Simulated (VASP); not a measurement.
A run of VASP 6.6.1 is set up as follows.

The input POSCAR:

```
YN
1.0
    0.0000000000      2.4480479766      2.4480479766
    2.4480479766      0.0000000000      2.4480479766
    2.4480479766      2.4480479766      0.0000000000
Y N
1 1
Direct
    0.0000000000      0.0000000000      0.0000000000
    0.5000000000      0.5000000000      0.5000000000
```

Contents of INCAR.step1:

```
  ALGO = Normal
  EDIFF = 1E-5
  ENCUT = 660
  GGA = PE
  GGA_COMPAT = False
  ISMEAR = 0
  LASPH = True
  LCHARG = False
  LREAL = False
  LWAVE = True
  NBANDS = 15
  NELM = 120
  PREC = Accurate
  SIGMA = 0.01
```

Contents of INCAR.step2:

```
  ALGO = Normal
  EDIFF = 1E-6
  ENCUT = 660
  GGA_COMPAT = False
  ISIF = 2
  ISMEAR = 0
  ISTART = 1
  LASPH = True
  LCHARG = False
  LMIXTAU = True
  LREAL = False
  LWAVE = False
  METAGGA = R2SCAN
  NBANDS = 15
  NELM = 120
  PREC = Accurate
  SIGMA = 0.01
```

KPOINTS

```
k-points
0
Gamma
  10 10 10
```

Potentials or basis: VASP PAW PBE potentials, release 64 (Y_sv, N).

Run with:

```sh
$ cat potpaw_PBE.64/Y_sv/POTCAR potpaw_PBE.64/N/POTCAR > POTCAR
$ cp INCAR.step1 INCAR
$ mpirun -np 1 vasp_std > vasp.out
$ cp INCAR.step2 INCAR
$ mpirun -np 1 vasp_std > vasp.out
```

(1) What does it give for the pressure?

(2) Estimate the band gap on the k mesh.

Results:

(1) 0.0 GPa.

(2) 0.60 eV (least direct gap 1.00 eV).

Caveat: semilocal functionals underestimate gaps, and a narrow one can read as zero; the PAW data sets were made with another functional, which shifts forces and pressure a little.
